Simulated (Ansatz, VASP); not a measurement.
One calculation of LaRe, two programs

POSCAR

```
LaRe
1.0
    3.5733472286      0.0000000000      0.0000000000
    0.0000000000      3.5733472286      0.0000000000
    0.0000000000      0.0000000000      3.5733472286
La Re
1 1
Direct
    0.0000000000      0.0000000000      0.0000000000
    0.5000000000      0.5000000000      0.5559699316
```

Contents of INCAR.step1:

```
SYSTEM = LaRe
ALGO = Normal ; EDIFF = 1E-4
ENCUT = 520 ; GGA = PE
ISMEAR = 0 ; LASPH = .TRUE.
LCHARG = .FALSE. ; LREAL = .FALSE.
LWAVE = .TRUE. ; NBANDS = 16
NELM = 100 ; PREC = Accurate
SIGMA = 0.05
```

File INCAR.step2:

```
SYSTEM = LaRe
ALGO = Normal ; EDIFF = 1E-7
ENCUT = 520 ; ISIF = 2
ISMEAR = 0 ; ISTART = 1
LASPH = .TRUE. ; LCHARG = .TRUE.
LELF = .TRUE. ; LMIXTAU = .TRUE.
LREAL = .FALSE. ; LVHAR = .TRUE.
LWAVE = .FALSE. ; METAGGA = R2SCAN
NBANDS = 16 ; NELM = 100
PREC = Accurate ; SIGMA = 0.05
```

Contents of KPOINTS:

```
k-points
0
G
  10 10 10
  0 0 0
```

Input for Ansatz:

```yaml
crystal:
  lattice:
    - [3.5733472286, 0.0, 0.0]
    - [0.0, 3.5733472286, 0.0]
    - [0.0, 0.0, 3.5733472286]
  atoms:
    - { symbol: La, position: [0.0, 0.0, 0.0] }
    - { symbol: Re, position: [0.5, 0.5, 0.5559699316] }
basis:
  ecutwfc: 500
  ecutrho_ratio: 4
kpoints:
  mp_grid: { grid: [10, 10, 10] }
hamiltonian:
  xc: r2scan
scf:
  occupations: { method: gaussian, width: 0.05 }
output:
  forces: true
  stress: true
  eigenvalues: true
  write_density: true
  write_potential: true
  elf: true
  volumetric_format: npy
```

Alike in both runs: task single point; functional r2SCAN; k mesh 10 × 10 × 10; occupations gaussian, width 0.05 eV; no spin polarisation.

|  | VASP | Ansatz |
| --- | --- | --- |
| version | VASP 6.6.1 | Ansatz 0.2.0 |
| potentials or method | VASP PAW PBE potentials, release 64 (La, Re), cutoff 520 eV | scalar-relativistic, plane waves, PAW |
| valence electrons in the cell | 18 | 26 |

|  | VASP | Ansatz | Ansatz less VASP |
| --- | --- | --- | --- |
| gap on the k mesh at the Fermi level (eV) | none | none | - |
| pressure (GPa) | 0.4 | 0.5 | +0.15 |
| traceless stress, the component that is largest in VASP (GPa) | -0.83 | -0.84 | -0.011 |
| rms of the force components (eV/Å) | 0.436 | 0.430 | -0.0058 |

VASP's potentials were made for PBE, not for r2SCAN. Atom by atom the forces differ by 0.006 eV/Å (rms over components). A gap of «none» marks a metal or a gap that the smearing closes. VASP's potentials hold 18 valence electrons a cell and Ansatz's 26, so a difference there can come from the potentials and not from the codes.

Neither program's run includes spin-orbit coupling.
